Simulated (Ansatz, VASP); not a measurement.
**C in VASP and in Ansatz**

File INCAR:

```
SYSTEM = C
ALGO = Normal ; EDIFF = 1E-6
ENCUT = 1300 ; GGA = CA
GGA_COMPAT = .False. ; ISIF = 2
ISMEAR = 0 ; LASPH = .True.
LCHARG = .False. ; LREAL = .False.
LWAVE = .False. ; NBANDS = 11
NELM = 120 ; PREC = Accurate
SIGMA = 0.05
```

File KPOINTS:

```
k-points
0
Gamma
  12 12 12
  0 0 0
```

The input POSCAR:

```
C
1.0
    0.2237658205      1.9020094744      1.9020094744
    1.9020094744      0.2237658205      1.9020094744
    1.9020094744      1.9020094744      0.2237658205
C
2
Direct
    0.5000000000      0.5000000000      0.5000000000
    0.7500000000      0.7500000000      0.7500000000
```

Input for Ansatz:

```yaml
crystal:
  lattice:
    - [0.2237658205, 1.9020094744, 1.9020094744]
    - [1.9020094744, 0.2237658205, 1.9020094744]
    - [1.9020094744, 1.9020094744, 0.2237658205]
  atoms:
    - { symbol: C, position: [0.5, 0.5, 0.5] }
    - { symbol: C, position: [0.75, 0.75, 0.75] }
kpoints:
  mp_grid: { grid: [12, 12, 12] }
hamiltonian:
  xc: lda
  pseudopotentials: { kind: paw, source: jth }
scf:
  occupations: { method: gaussian, width: 0.05 }
output:
  forces: true
  eigenvalues: true
  stress: true
```

Alike in both runs: task single point; functional LDA; k mesh 12 × 12 × 12; occupations gaussian, width 0.05 eV; no spin polarisation.

|  | VASP | Ansatz |
| --- | --- | --- |
| version | VASP 6.6.1 | Ansatz 0.2.0 |
| potentials or method | VASP PAW LDA potentials, release 64 (C_h) | scalar-relativistic, plane waves |
| plane-wave cutoff (eV) | 1300 | 780 |
| valence electrons in the cell | 8 | 8 |

Ansatz gave:

```
gap on the k mesh at the Fermi level (eV)                     : 0.61
pressure (GPa)                                                : 2.6
traceless stress, the component that is largest in VASP (GPa) : -61.12
rms of the force components (eV/Å)                            : 0.641
```

Question: Which values does VASP return?

Answer: gap on the k mesh at the Fermi level (eV): 0.61; pressure (GPa): 4.3; traceless stress, the component that is largest in VASP (GPa): -61.37; rms of the force components (eV/Å): 0.617.

LDA's correlation is that of Perdew and Zunger in VASP and of Perdew and Wang (1992) in Ansatz. Atom by atom the forces differ by 0.023 eV/Å (rms over components). Ansatz's warnings: radial quadrature taken.
